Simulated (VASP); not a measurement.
# ZrH2: single point with PBEsol

The system is ZrH2.

```
CELL_PARAMETERS angstrom
0.00000 2.45648 2.45648
2.45648 0.00000 2.45648
2.45648 2.45648 0.00000
ATOMIC_POSITIONS crystal
Zr 0.00000 0.00000 0.00000
H 0.75000 0.75000 0.75000
H 0.25000 0.25000 0.25000
```

```json
{
 "Program": "VASP 6.6.1",
 "Task": "single point",
 "Functional": "PBEsol",
 "Potentials or basis": "VASP PAW PBE potentials, release 64 (Zr_sv, H)",
 "Cutoff": "520 eV",
 "k mesh": "10 × 10 × 10",
 "Occupations": "fermi-dirac, width 0.02 eV",
 "Spin": "no spin polarisation",
 "Dipole correction": "no",
 "Further INCAR settings": "ALGO = Normal; EDIFF = 1e-06; NBANDS = 14"
}
```

The pressure is -11.1 GPa and the band gap on the k mesh is zero (band 7 reaches 8.13 eV, above the bottom of band 8 at 7.37 eV).

Levels at points of the mesh, in eV from the Fermi level:
| k point | band 5 | band 6 | band 7 | band 8 | band 9 | band 10 |
| --- | --- | --- | --- | --- | --- | --- |
| (0.00, 0.00, 0.00) | -9.34 | -1.23 | -0.32 | -0.32 | -0.32 | 2.08 |
| (0.50, 0.00, 0.00) | -7.12 | -4.46 | -0.19 | -0.19 | 3.32 | 3.32 |
| (0.50, 0.50, 0.00) | -6.22 | -4.57 | -3.15 | 3.48 | 3.53 | 3.53 |

Wall time 13 s on 1 thread of AMD EPYC 9R14 (Zen 4), on a shared host, peak memory 0.13 GiB.

Caveat: the PAW data sets were made with another functional, which shifts forces and pressure a little.
